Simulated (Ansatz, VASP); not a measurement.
Two plane-wave programs on AlCo

File INCAR:

```
  PREC = Accurate
  ENCUT = 600
  EDIFF = 1E-6
  ISMEAR = -1
  SIGMA = 0.05
  LREAL = F
  LASPH = T
  NELM = 200
  ALGO = Normal
  ISIF = 2
  LWAVE = F
  LCHARG = T
  ISPIN = 2
  MAGMOM = 0.5 0
  LORBIT = 11
  NUPDOWN = 0.5
  LMAXMIX = 4
  GGA = PE
  LELF = T
  LVHAR = T
  NBANDS = 21
  GGA_COMPAT = F
```

KPOINTS

```
regular mesh
0
Gamma
  8 8 8
```

File POSCAR:

```
AlCo
1.0
    2.8194032100      0.0000000000      0.0000000000
    0.0000000000      2.8194032100      0.0000000000
    0.0000000000      0.0000000000      2.8194032100
Co Al
1 1
Direct
    0.5000000000      0.5000000000      0.5000000000
    0.0000000000      0.0000000000      0.0000000000
```

Contents of input.yaml:

```yaml
crystal:
  lattice:
    - [2.81940321, 0.0, 0.0]
    - [0.0, 2.81940321, 0.0]
    - [0.0, 0.0, 2.81940321]
  atoms:
    - { symbol: Co, position: [0.5, 0.5, 0.5], spin: 0.5 }
    - { symbol: Al, position: [0.0, 0.0, 0.0] }
hamiltonian:
  xc: pbe
  pseudopotentials: { kind: paw }
magnetization:
  spin_polarized: true
  initial_magnetization: 0.5
  spin_locking: { lock_magnetization: hard }
kpoints:
  mp_grid: { grid: [8, 8, 8] }
scf:
  occupations: { method: fermi_dirac, width: 0.05 }
  lower_state_search: "off"
output:
  forces: true
  stress: true
  eigenvalues: true
```

Alike in both runs: task single point; functional PBE; k mesh 8 × 8 × 8; occupations fermi-dirac, width 0.05 eV; collinear spin; fixed moment 0.5 μB.

|  | VASP | Ansatz |
| --- | --- | --- |
| version | VASP 6.6.1 | Ansatz 0.2.0 |
| potentials or method | VASP PAW PBE potentials, release 64 (Co_sv, Al) | Ansatz PAW |
| plane-wave cutoff (eV) | 600 | 420 |
| valence electrons in the cell | 20 | 20 |

VASP gave:

* pressure (GPa): 7.5
* net moment per atom (μB): 0.25
* size of the moment on the site where the two differ most (μB): 0.51

Task: What did Ansatz give for the same quantities?

Result: Pressure (GPa): 9.0; net moment per atom (μB): 0.25; size of the moment on the site where the two differ most (μB): 0.52.

Site moments also hang on the region over which each program counts them. The functional is the same, so the differences come from potentials, cutoffs and numerics.
